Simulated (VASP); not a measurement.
## InP: single point with PBE

The system is InP.

```
CELL_PARAMETERS angstrom
0.00000 2.76736 2.55372
2.76736 0.00000 2.55372
2.76736 2.76736 0.00000
ATOMIC_POSITIONS crystal
In 0.00000 0.00000 0.00000
P 0.50000 0.50000 0.50000
```

```yaml
Program: VASP 6.6.1
Task: single point
Functional: PBE
Potentials_or_basis: VASP PAW PBE potentials, release 64 (In_d, P)
Cutoff: 520 eV
k_mesh: 20 × 20 × 20
Occupations: gaussian, width 0.15 eV
Spin: no spin polarisation
```

The pressure is 8.7 GPa and the band gap on the k mesh is zero (bands 9 and 10 overlap by 3.22 eV).

Stress tensor (GPa, compression positive):
```
 3.77  0.00  0.00
 0.00  3.77  0.00
 0.00  0.00 18.44
```

Levels at points of the mesh, in eV from the Fermi level:
| k point | band 6 | band 7 | band 8 | band 9 | band 10 | band 11 | band 12 | band 13 |
| --- | --- | --- | --- | --- | --- | --- | --- | --- |
| (0.00, 0.00, 0.00) | -12.65 | -0.92 | -0.11 | -0.11 | 1.27 | 6.96 | 6.96 | 7.52 |
| (0.50, 0.00, 0.00) | -10.35 | -7.13 | -0.06 | 0.32 | 2.29 | 2.99 | 4.05 | 6.02 |
| (0.50, 0.50, 0.00) | -8.40 | -5.48 | -2.95 | -2.90 | -2.90 | 3.40 | 10.33 | 10.33 |
| (0.50, 0.00, 0.50) | -9.22 | -5.51 | -2.98 | -2.06 | -2.01 | 3.83 | 9.43 | 10.60 |

Wall time 8.9 min on 1 thread of Intel Xeon 8259CL, on a shared host, peak memory 0.48 GiB.

Caveat: the stress differs along the axes, from 4 to 18 GPa; spin-orbit coupling is left out, which moves the levels of the heavy elements.
